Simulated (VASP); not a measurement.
# Al (P1) in VASP: relaxation of cell and atoms with PBE

Aim: the relaxation of cell and atoms of Al with PBE.

Program: VASP 6.6.1. These are calculated values, not measurements. Logs are shortened: lines on timing, memory, paths and dates and some standing lists are left out, and cuts for length are marked.

**1. The cell of the first run**

The typed cell holds 4 atoms: a = 2.878 Å, b = 4.942 Å, c = 4.976 Å, α = 110.07°, β = 90.98°, γ = 91.40°.

**2. Relaxation of cell and atoms, PBE**

Contents of INCAR:

```
  PREC = Accurate
  ENCUT = 600
  EDIFF = 1E-6
  ISMEAR = 0
  SIGMA = 0.2
  LREAL = F
  LASPH = T
  NELM = 100
  ALGO = Fast
  ISIF = 3
  LWAVE = F
  LCHARG = F
  GGA = PE
  IBRION = 2
  NSW = 80
  EDIFFG = -0.025
```

Contents of KPOINTS:

```
Automatic mesh
0
Gamma
  8 6 6
```

Contents of POSCAR:

```
Al
1.0
   -1.4693179212      1.4603265766     -1.9981312663
    4.3098099905      1.4224002771     -1.9555508022
   -1.4313916217     -4.3305981674     -1.9893240074
Al
4
Direct
   -0.0426007735      0.2683893448      0.7619989889
    0.5094800600      0.7506638810      0.7573242853
    0.0143249781      0.7366269044      0.2348920155
    0.5187957354      0.2443198698      0.2457847102
```

Potentials or basis: VASP PAW PBE potentials, release 64 (Al).

The run is started by

```console
cat potpaw_PBE.64/Al/POTCAR > POTCAR
mpirun -np 1 vasp_std > vasp.out
```

OUTCAR:

```text
PREC = Accurate
   ENCUT = 600
   EDIFF = 1E-6
   ISMEAR = 0
   LREAL = F
   LASPH = T
   NELM = 100
   ISIF = 3
   GGA = PE
   IBRION = 2
   NSW = 80
   EDIFFG = -0.025

 ion  position               nearest neighbor table
   1  0.957  0.268  0.762-   3 2.67   2 2.74   4 2.77   4 2.81   2 2.83   2 2.84   4 2.91   3 3.02
                             4 3.03   2 3.04
   2  0.509  0.751  0.757-   1 2.74   3 2.79   4 2.79   3 2.81   1 2.83   1 2.84   4 2.89   3 2.92
                             3 2.98   1 3.04
   3  0.014  0.737  0.235-   1 2.67   2 2.79   4 2.81   2 2.81   4 2.85   4 2.88   4 2.90   2 2.92
                             2 2.98   1 3.02
   4  0.519  0.244  0.246-   1 2.77   2 2.79   1 2.81   3 2.81   3 2.85   3 2.88   2 2.89   3 2.90
                             1 2.91   1 3.03

  LATTYP: Found a triclinic cell.
 ALAT       =     4.9418482011
 B/A-ratio  =     1.6446683354
 C/A-ratio  =     0.5824116482
 COS(alpha) =     0.0043550162
 COS(beta)  =     0.0244569216
 COS(gamma) =     0.8181202809

  Lattice vectors:

 A1 = (   4.3098099905,   1.4224002771,  -1.9555508022)
 A2 = (   5.7412016122,   5.7529984445,   0.0337732052)
 A3 = (   1.4693179212,  -1.4603265766,   1.9981312663)

Analysis of symmetry for initial positions (statically):
=====================================================================
 Subroutine PRICEL returns:
 Original cell was already a primitive cell.

 Routine SETGRP: Setting up the symmetry group for a
 triclinic supercell.

 Subroutine GETGRP returns: Found  1 space group operations
 (whereof  1 operations were pure point group operations)
 out of a pool of  2 trial point group operations.

The static configuration has the point symmetry C_1 .

Analysis of symmetry for dynamics (positions and initial velocities):
=====================================================================
 Subroutine PRICEL returns:
 Original cell was already a primitive cell.

 Routine SETGRP: Setting up the symmetry group for a
 triclinic supercell.

 Subroutine GETGRP returns: Found  1 space group operations
 (whereof  1 operations were pure point group operations)
 out of a pool of  2 trial point group operations.

The dynamic configuration has the point symmetry C_1 .

 Subroutine INISYM returns: Found  1 space group operations
 (whereof  1 operations are pure point group operations),
 and found     1 'primitive' translations

----------------------------------------------------------------------------------------

                                     Primitive cell

  volume of cell :      66.4338

  direct lattice vectors                    reciprocal lattice vectors
    -1.469317921  1.460326577 -1.998131266    -0.170068868  0.171189499 -0.250294962
     4.309809990  1.422400277 -1.955550802     0.173980229  0.000945920 -0.127244351
    -1.431391622 -4.330598167 -1.989324007    -0.000204720 -0.172877261 -0.126196143

  length of vectors
     2.878189956  4.941848201  4.975979549     0.347673457  0.215548463  0.214037510

  position of ions in fractional coordinates (direct lattice)
     0.957399227  0.268389345  0.761998989
     0.509480060  0.750663881  0.757324285
     0.014324978  0.736626904  0.234892016
     0.518795735  0.244319870  0.245784710

  ion indices of the primitive-cell ions
   primitive index   ion index
                 1           1
                 2           2
                 3           3
                 4           4

----------------------------------------------------------------------------------------

 KPOINTS: Automatic mesh

Automatic generation of k-mesh.
 Grid dimensions read from file:
 generate k-points for:    8    6    6

 Generating k-lattice:

  Cartesian coordinates                     Fractional coordinates (reciprocal lattice)
    -0.021258608  0.021398687 -0.031286870     0.125000000  0.000000000 -0.000000000
     0.028996705  0.000157653 -0.021207392    -0.000000000  0.166666667 -0.000000000
    -0.000034120 -0.028812877 -0.021032691     0.000000000  0.000000000  0.166666667

  Length of vectors
     0.043459182  0.035924744  0.035672918

  Shift w.r.t. Gamma in fractional coordinates (k-lattice)
     0.000000000  0.000000000  0.000000000

 Subroutine IBZKPT returns following result:
 ===========================================

 Found    148 irreducible k-points:

 Following reciprocal coordinates:
            Coordinates               Weight
  0.000000  0.000000  0.000000      1.000000
  0.125000  0.000000  0.000000      2.000000
  0.250000  0.000000  0.000000      2.000000
  0.375000  0.000000  0.000000      2.000000
  0.500000  0.000000  0.000000      1.000000
  0.000000  0.166667  0.000000      2.000000
[... 16 lines left out ...]
  0.125000  0.500000  0.000000      2.000000
  0.250000  0.500000  0.000000      2.000000
 [... further k-points ...]
   k-points           NKPTS =    148   k-points in BZ     NKDIM =    148   number of bands    NBANDS=     10
   number of dos      NEDOS =    301   number of ions     NIONS =      4
   total plane-waves  NPLWV =  38400
   dimension x,y,z NGX =    24 NGY =   40 NGZ =   40
   dimension x,y,z NGXF=    48 NGYF=   80 NGZF=   80
   ions per type =               4
   NGX,Y,Z   is equivalent  to a cutoff of  13.86, 13.46, 13.36 a.u.
   NGXF,Y,Z  is equivalent  to a cutoff of  27.73, 26.91, 26.73 a.u.
 SYSTEM =  unknown system
   PREC   = accura    normal or accurate (medium, high low for compatibility)
   ISTART =      0    job   : 0-new  1-cont  2-samecut
   ICHARG =      2    charge: 1-file 2-atom 10-const
   ISPIN  =      1    spin polarized calculation?
   LNONCOLLINEAR =      F non collinear calculations
   LSORBIT =      F    spin-orbit coupling
   LASPH  =      T    aspherical Exc in radial PAW
   ENCUT  =  600.0 eV  44.10 Ry    6.64 a.u.   5.75  9.87  9.94*2*pi/ulx,y,z
   NELM   =    100;   NELMIN=  2; NELMDL= -5     # of ELM steps
   EDIFF  = 0.1E-05   stopping-criterion for ELM
   LREAL  =      F    real-space projection
   EDIFFG = -.3E-01   stopping-criterion for IOM
   NSW    =     80    number of steps for IOM
   IBRION =      2    ionic relax: 0-MD 1-quasi-New 2-CG
   NFREE  =      1    steps in history (QN), initial steepest desc. (CG)
   ISIF   =      3    stress and relaxation
   ISYM   =      2    0-nonsym 1-usesym 2-fastsym
   POTIM  = 0.5000    time-step for ionic-motion
   TEBEG  =    0.0;   TEEND  =   0.0 temperature during run
   PSTRESS=    0.0 pullay stress
   NELECT =      12.0000    total number of electrons
   NUPDOWN=      -1.0000    fix difference up-down
   EMIN   =  10.00;   EMAX   =-10.00  energy-range for DOS
   EFERMI =   0.00;   METHOD = LEGACY
   ISMEAR =     0;   SIGMA  =   0.20  broadening in eV -4-tet -1-fermi 0-gaus
   EFERMI_NEDOS =   21; number of points for ismear=-14 and -15
   IALGO  =     68    algorithm
   IMIX   =      4    mixing-type and parameters
     AMIX     =   0.40;   BMIX     =  1.00
     AMIX_MAG =   1.60;   BMIX_MAG =  1.00
  volume/ion in A,a.u.               =      16.61       112.08
  Fermi-wavevector in a.u.,A,eV,Ry     =   0.925420  1.748790 11.652060  0.856402
  Thomas-Fermi vector in A             =   2.051272
   LORBIT       =      0    0 simple, 1 ext, 2 COOP (PROOUT), +10 PAW based schemes
   GGA     = PE    functional components
   LHFCALC =     F    Hartree Fock is set to
   AEXX    =    0.0000 exact exchange contribution
   IVDW    =     0    specifies the selected vdW correction
   LEPSILON=     F    determine dielectric tensor
   LRPA    =     F    only Hartree local field effects (RPA)
 conjugate gradient relaxation of ions
 non-spin polarized calculation
 RMM-DIIS sequential band-by-band and
 Gauss-broadening in eV      SIGMA  =   0.20
  energy-cutoff  :      600.00
  volume of cell :       66.43
 maximum number of plane-waves:      2234
   NGX = 11   NGY = 19   NGZ = 19

--------------------------------------- Ionic step        1  -------------------------------------------

 number of electron      12.0000000 magnetization

 Free energy of the ion-electron system (eV)
  ---------------------------------------------------
  ext. energy  EPLUGINS =         0.00000000
  ---------------------------------------------------
  free energy    TOTEN  =       -14.89228996 eV

  energy without entropy =      -14.86071706  energy(sigma->0) =      -14.87650351

------------------------ aborting loop because EDIFF is reached ----------------------------------------

  FORCE on cell =-STRESS in cart. coord.  units (eV):
  Direction    XX          YY          ZZ          XY          YZ          ZX
  --------------------------------------------------------------------------------------
  -------------------------------------------------------------------------------------
  Total       -0.0637763     -0.0918407      0.4832960      0.2208769      0.0040492     -0.1426205
  in kB       -1.5380858     -2.2149126     11.6556022      5.3268676      0.0976551     -3.4395644
  external PRESSURE =       2.6342013 kB  Pullay stress =       0.0000000 kB
[... 95 lines left out ...]
  FREE ENERGIE OF THE ION-ELECTRON SYSTEM (eV)
  ---------------------------------------------------
  free  energy   TOTEN  =       -14.9733447201 eV

  energy  without entropy=      -14.9417896206  energy(sigma->0) =      -14.95756717

[... ionic steps 4 to 9 ...]

--------------------------------------- Ionic step       10  -------------------------------------------

 number of electron      12.0000000 magnetization

------------------------ aborting loop because EDIFF is reached ----------------------------------------

  FORCE on cell =-STRESS in cart. coord.  units (eV):
  Direction    XX          YY          ZZ          XY          YZ          ZX
  --------------------------------------------------------------------------------------
  -------------------------------------------------------------------------------------
  Total       -0.0296702     -0.0253272      0.0584766      0.0325919     -0.0025071     -0.0034088
  in kB       -0.7200987     -0.6146943      1.4192362      0.7910100     -0.0608481     -0.0827325
  external PRESSURE =       0.0281477 kB  Pullay stress =       0.0000000 kB
[... 61 lines left out ...]
  energy  without entropy=      -14.9630105333  energy(sigma->0) =      -14.97988081

--------------------------------------- Ionic step       12  -------------------------------------------

 number of electron      12.0000000 magnetization

 Free energy of the ion-electron system (eV)
  ---------------------------------------------------
  ext. energy  EPLUGINS =         0.00000000
  ---------------------------------------------------
  free energy    TOTEN  =       -14.99700686 eV

  energy without entropy =      -14.96324875  energy(sigma->0) =      -14.98012781

 E-fermi :   7.9025     XC(G=0): -10.1977

 val. band max:        7.8998473422   @ k =  -0.3750   0.1667   0.5000
 cond. band min:       7.9036417326   @ k =  -0.3750   0.5000   0.1667
 fundamental gap:      0.0037943904
 Fermi energy:         7.9025042970

 k-point     1 :       0.0000    0.0000    0.0000
  band No.  band energies     occupation
      1      -3.1329      2.00000
      2       3.4690      2.00000
      3       3.4702      2.00000
      4       3.7602      2.00000
      5       3.7629      2.00000
      6       5.1276      2.00000
      7       6.4708      2.00000
      8      13.1456      0.00000
      9      13.1951      0.00000
     10      13.9452      0.00000
[... 287 lines left out ...]
 k-point    24 :       0.2500    0.5000    0.0000
  band No.  band energies     occupation
      1      -0.3375      2.00000
      2      -0.3230      2.00000
      3       4.0585      2.00000
      4       4.0695      2.00000
      5       7.6141      1.95862
      6       7.6456      1.93067
      7       9.1214      0.00000
      8       9.1717      0.00000
      9      11.8193      0.00000
     10      11.8446      0.00000

 [... further k-points ...]
[... 5 lines left out ...]
  --------------------------------------------------------------------------------------
  -------------------------------------------------------------------------------------
  Total       -0.0026067     -0.0000407      0.0659155      0.0237386     -0.0040794     -0.0005463
  in kB       -0.0633057     -0.0009874      1.6007978      0.5765052     -0.0990707     -0.0132681
  external PRESSURE =       0.5121682 kB  Pullay stress =       0.0000000 kB
[... 19 lines left out ...]
  FREE ENERGIE OF THE ION-ELECTRON SYSTEM (eV)
  ---------------------------------------------------
  free  energy   TOTEN  =       -14.9970068641 eV

  energy  without entropy=      -14.9632487524  energy(sigma->0) =      -14.98012781

 reached required accuracy - stopping structural energy minimisation
```

Run time: 9.1 min. Hardware: 1 thread of Intel Xeon 8259CL, shared host; peak memory 0.26 GiB.

Results:

- Free energy: -14.9970 eV
- Relaxed volume: 16.49 Å³/atom
- Relaxed cell: a = 2.894 Å, b = 4.922 Å, c = 4.923 Å, α = 109.80°, β = 90.09°, γ = 90.11°
- Space group after relaxing (to 0.1 Å): Fm-3m (No. 225)
- Energy gained by relaxing: 26.2 meV/atom
- Ionic steps: 12
- Pressure after relaxing: 0.1 GPa
- Largest force after relaxing: 0.024 eV/Å
- Band gap on the k mesh: zero (bands 6 and 7 overlap by 4.04 eV)

Forces on the atoms (eV/Å):
```
Al  -0.010  0.005 -0.010
Al  -0.008  0.005 -0.003
Al   0.012 -0.014  0.016
Al   0.006  0.004 -0.003
```

Stress tensor (GPa, compression positive):
```
-0.01  0.06  0.00
 0.06  0.00 -0.01
 0.00 -0.01  0.16
```

Step by step:
```tsv
step	energy change (eV)	largest force (eV/Å)	pressure (GPa)	volume (Å³)
1	0.0000	0.7667	0.26	66.43
2	-0.0596	0.4276	-0.50	66.69
3	-0.0811	0.2155	-0.99	66.98
4	-0.0901	0.1985	0.32	65.81
5	-0.0905	0.1944	0.68	65.51
6	-0.0978	0.1340	0.43	65.69
7	-0.1018	0.0699	0.13	65.93
8	-0.1033	0.0557	-0.14	66.15
9	-0.1037	0.0458	-0.37	66.34
10	-0.1045	0.0344	0.00	66.01
11	-0.1045	0.0331	0.05	65.97
12	-0.1047	0.0245	0.05	65.97
```

Final structure:
```
Al
1.0
    -1.44934    1.44887   -2.04332
     4.26510    1.43007   -1.99753
    -1.43069   -4.26523   -1.99856
Al
4
Direct
  0.99692 0.25032 0.75000
  0.49891 0.75038 0.75001
  0.00395 0.74971 0.24990
  0.50021 0.24959 0.25009
```
